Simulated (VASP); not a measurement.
Input of a VASP 6.6.1 run:

The input INCAR:

```
SYSTEM = LaScAs2
PREC     = Accurate       ! precision mode
ENCUT    = 520            ! plane-wave cutoff, eV
EDIFF    = 1E-7           ! SCF threshold, eV
ISMEAR   = -1             ! smearing method
SIGMA    = 0.02           ! smearing width, eV
LREAL    = .False.        ! projectors in reciprocal space
LASPH    = .True.         ! aspherical terms in the spheres
NELM     = 80             ! most SCF steps
ALGO     = Normal         ! electronic algorithm
ISIF     = 2              ! what is computed and relaxed
LWAVE    = .False.        ! write WAVECAR
LCHARG   = .False.        ! write CHGCAR
GGA      = PE             ! functional
NBANDS   = 24             ! bands
```

The input KPOINTS:

```
Automatic mesh
0
Gamma
  8 8 8
  0 0 0
```

POSCAR

```
LaScAs2
1.0
    2.0716804998      1.1960852942      6.7125783396
   -2.0716804998      1.1960852942      6.7125783396
    0.0000000000     -2.3921705885      6.7125783396
Sc La As
1 1 2
Direct
    1.0000000000      0.0000000000      0.0000000000
    0.5000000000      0.5000000000      0.5000000000
    0.2595488248      0.2595488248      0.2595488248
    0.7404511752      0.7404511752      0.7404511752
```

Potentials or basis: VASP PAW PBE potentials, release 64 (Sc_sv, La, As).

Run with:

```sh
$ cat potpaw_PBE.64/Sc_sv/POTCAR potpaw_PBE.64/La/POTCAR potpaw_PBE.64/As/POTCAR > POTCAR
$ mpirun -np 1 vasp_std > vasp.out
```

Task: Predict the largest force.

Result: 0.006 eV/Å.

Task: What does it give for the band gap on the k mesh?

Result: Zero (bands 16 and 17 overlap by 0.77 eV).

Task: What does it give for the pressure?

Result: 0.1 GPa.

Stress tensor (GPa, compression positive):
```
 0.11  0.00  0.00
 0.00  0.11  0.00
 0.00  0.00 -0.03
```

Caveat: spin-orbit coupling is left out, which moves the levels of the heavy elements.
